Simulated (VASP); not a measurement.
Write the native input for VASP 6.6.1 that does the following.

- Task: single point
- Functional: PBEsol
- Potentials or basis: VASP PAW PBE potentials, release 64 (Zn, H)
- Cutoff: 520 eV
- k mesh: 3 × 2 × 3
- Occupations: fermi-dirac, width 0.05 eV
- Spin: no spin polarisation
- Dipole correction: no
- Further INCAR settings: ALGO = Normal; EDIFF = 1e-07; NBANDS = 84

The structure of Zn12H (a cell with a defect) lies in POSCAR:

```
Zn12H
1.0
    5.3200000000      0.0000000000      0.0000000000
   -3.9900000000      6.9108830000      0.0000000000
    0.0000000000      0.0000000000      4.9369600000
Zn H
12 1
Direct
    0.0370863663      0.0132441559      0.0268056789
    0.1857379659      0.2272712186      0.5391135005
    0.0265774565      0.3432288050     -0.0105057596
    0.1654547628      0.5492549543      0.4673283517
    0.0299727649      0.6786576747     -0.0025783104
    0.1886967485      0.8939670182      0.5292632489
    0.5334362299      0.0142732453      0.0021795585
    0.6786552725      0.2239188514      0.5305842409
    0.5287772494      0.3425813931     -0.0020618688
    0.6918393235      0.5528348718      0.4712001622
    0.5245082250      0.6744059928      0.0438720789
    0.6952488081      0.9099039984      0.4665204045
    0.5394381266      0.6865813206      0.6828849139
```

The input as run:

INCAR

```
ALGO = Normal ; EDIFF = 1E-7
ENCUT = 520 ; GGA = PS
ISIF = 2 ; ISMEAR = -1
LASPH = True ; LCHARG = False
LREAL = False ; LWAVE = False
NBANDS = 84 ; NELM = 60
PREC = Accurate ; SIGMA = 0.05
```

KPOINTS

```
k-points
0
Gamma
  3 2 3
```

Potentials or basis: VASP PAW PBE potentials, release 64 (Zn, H).

Command:

```sh
$ cat potpaw_PBE.64/Zn/POTCAR potpaw_PBE.64/H/POTCAR > POTCAR
$ mpirun -np 1 vasp_std > vasp.out
```

Results of the run:

* Pressure: -1.2 GPa
* Largest force: 0.072 eV/Å

Caveat: the k points lie up to 0.45 Å⁻¹ apart; the PAW data sets were made with another functional, which shifts forces and pressure a little.

Run time: 110 s on 1 thread of AMD EPYC 9R45 96-Core Processor (Zen 5) (shared host), peak memory 0.31 GiB.
